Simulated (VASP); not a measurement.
# Sb: relaxation of cell and atoms with BLYP+D3(BJ)

Sb:

```
Sb
1.0
     2.15420    1.24373    3.75800
    -2.15420    1.24373    3.75800
     0.00000   -2.48746    3.75800
Sb
2
Direct
  0.76651 0.76651 0.76651
  0.23349 0.23349 0.23349
```

| Property | Result |
| --- | --- |
| Program | VASP 6.6.1 |
| Task | relaxation of cell and atoms |
| Functional | BLYP |
| Dispersion | D3(BJ) |
| Potentials or basis | VASP PAW PBE potentials, release 64 (Sb) |
| Cutoff | 600 eV |
| k mesh | 8 × 8 × 8 |
| Occupations | fermi-dirac, width 0.05 eV |
| Spin | no spin polarisation |
| Dipole correction | no |
| Further INCAR settings | ALGO = Normal; EDIFF = 1e-06; IBRION = 2; EDIFFG = -0.01; NSW = 80; ISIF = 3 |

| Property | Result |
| --- | --- |
| Relaxed volume | 30.36 Å³/atom |
| Relaxed cell | a = 4.485 Å, b = 4.485 Å, c = 4.485 Å, α = 57.90°, β = 57.90°, γ = 57.90° |
| Space group after relaxing (to 0.05 Å) | R-3m (No. 166) |
| Energy gained by relaxing | 3.2 meV/atom |
| Ionic steps | 7 |
| Pressure after relaxing | 0.0 GPa |
| Band gap on the k mesh | zero (band 5 reaches 7.78 eV, above the bottom of band 6 at 7.55 eV) |
| Dispersion energy per atom | -1.105 eV |

Step by step:
```
step  energy change (eV)  largest force (eV/Å)  pressure (GPa)  volume (Å³)
   1              0.0000                0.2047            1.00        60.41
   2             -0.0029                0.0276           -0.82        62.07
   3             -0.0046                0.0571           -0.15        61.43
   4             -0.0053                0.0438           -0.11        61.27
   5             -0.0064                0.0054            0.04        60.79
   6             -0.0064                0.0010            0.04        60.73
   7             -0.0064                0.0002            0.03        60.72
```

Final structure:
```
Sb
1.0
     2.17099    1.25342    3.71893
    -2.17099    1.25342    3.71893
     0.00000   -2.50684    3.71893
Sb
2
Cartesian
  0.0000 0.0000 8.5325
  0.0000 0.0000 2.6243
```

Levels at points of the mesh, in eV from the Fermi level:
| k point | band 1 | band 2 | band 3 | band 4 | band 5 | band 6 | band 7 | band 8 | band 9 |
| --- | --- | --- | --- | --- | --- | --- | --- | --- | --- |
| (0.00, 0.00, 0.00) | -12.70 | -5.02 | -2.05 | -1.91 | -1.91 | 2.17 | 2.65 | 2.65 | 5.14 |
| (0.50, 0.00, 0.00) | -10.38 | -9.73 | -1.87 | -1.70 | -0.38 | -0.19 | 0.23 | 0.31 | 7.94 |
| (0.50, 0.50, 0.00) | -10.40 | -8.06 | -5.44 | -3.74 | -3.70 | 1.84 | 4.77 | 5.30 | 6.72 |
| (0.50, 0.50, 0.50) | -11.08 | -9.13 | -1.34 | -1.34 | -0.51 | -0.05 | -0.05 | 0.93 | 7.35 |

It took 77 s on 1 thread of Intel(R) Xeon(R) 6975P-C (Granite Rapids) (shared host), peak memory 0.23 GiB.

Caveat: the PAW data sets were made with another functional, which shifts forces and pressure a little; spin-orbit coupling is left out, which moves the levels of the heavy elements; pairwise dispersion overbinds metals, which lowers pressure and volume. Zero-point motion and thermal expansion aren't in these numbers.
